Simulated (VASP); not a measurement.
## MgO (Periclase): relaxation of cell and atoms with PBEsol

Crystal: MgO (Periclase).

```
Mg O
1.0
     0.00000    2.10850    2.10850
     2.10850    0.00000    2.10850
     2.10850    2.10850    0.00000
Mg O
1 1
Direct
  0.00000 0.00000 0.00000
  0.50000 0.50000 0.50000
```

```
Program                : VASP 6.6.1
Task                   : relaxation of cell and atoms
Functional             : PBEsol
Potentials or basis    : VASP PAW PBE potentials, release 64 (Mg, O)
Cutoff                 : 600 eV
k mesh                 : 8 × 8 × 8
Occupations            : gaussian, width 0.1 eV
Spin                   : no spin polarisation
Target pressure        : 23.2 GPa
Dipole correction      : no
Further INCAR settings : ALGO = Normal; EDIFF = 1e-07; IBRION = 2; EDIFFG = -0.05; NSW = 80; ISIF = 3
```

```json
{
 "Relaxed volume": "8.32 Å³/atom",
 "Relaxed cell": "a = 2.866 Å, b = 2.866 Å, c = 2.866 Å, α = 60.00°, β = 60.00°, γ = 60.00°",
 "Space group after relaxing (to 0.05 Å)": "Fm-3m (No. 225)",
 "Energy change on relaxing (the enthalpy is what falls)": "+63.8 meV/atom",
 "Ionic steps": "3",
 "Pressure after relaxing": "22.9 GPa",
 "Band gap on the k mesh": "5.84 eV, direct"
}
```

Step by step:
| step | energy change (eV) | largest force (eV/Å) | pressure (GPa) | volume (Å³) |
| --- | --- | --- | --- | --- |
| 1 | 0.0000 | 0.0000 | -1.04 | 18.75 |
| 2 | 0.4617 | 0.0000 | 51.15 | 15.16 |
| 3 | 0.1275 | 0.0000 | 22.85 | 16.65 |

Final structure:
```yaml
crystal:
  lattice:
    - [0.00000, 2.02659, 2.02659]
    - [2.02659, 0.00000, 2.02659]
    - [2.02659, 2.02659, 0.00000]
  atoms:
    - { symbol: Mg, position: [0.00000, 0.00000, 0.00000] }
    - { symbol: O, position: [0.50000, 0.50000, 0.50000] }
```

Levels at points of the mesh, in eV from the valence-band top:
```
           k point  band 2  band 3  band 4  band 5  band 6  band 7
(0.00, 0.00, 0.00)    0.00    0.00    0.00    5.84   16.27   16.27
(0.50, 0.00, 0.00)   -5.22   -0.81   -0.81    8.49   13.83   17.39
(0.50, 0.50, 0.00)   -4.64   -1.54   -1.54    9.02   11.18   14.24
```

Wall time 14 s on 1 thread of Intel Xeon 6455B (shared host), peak memory 0.15 GiB.

Caveat: the cell is relaxed towards a set pressure, so the enthalpy falls and the energy may rise; the PAW data sets were made with another functional, which shifts forces and pressure a little. A hybrid or GW would open this gap; PBEsol tends to underestimate it.
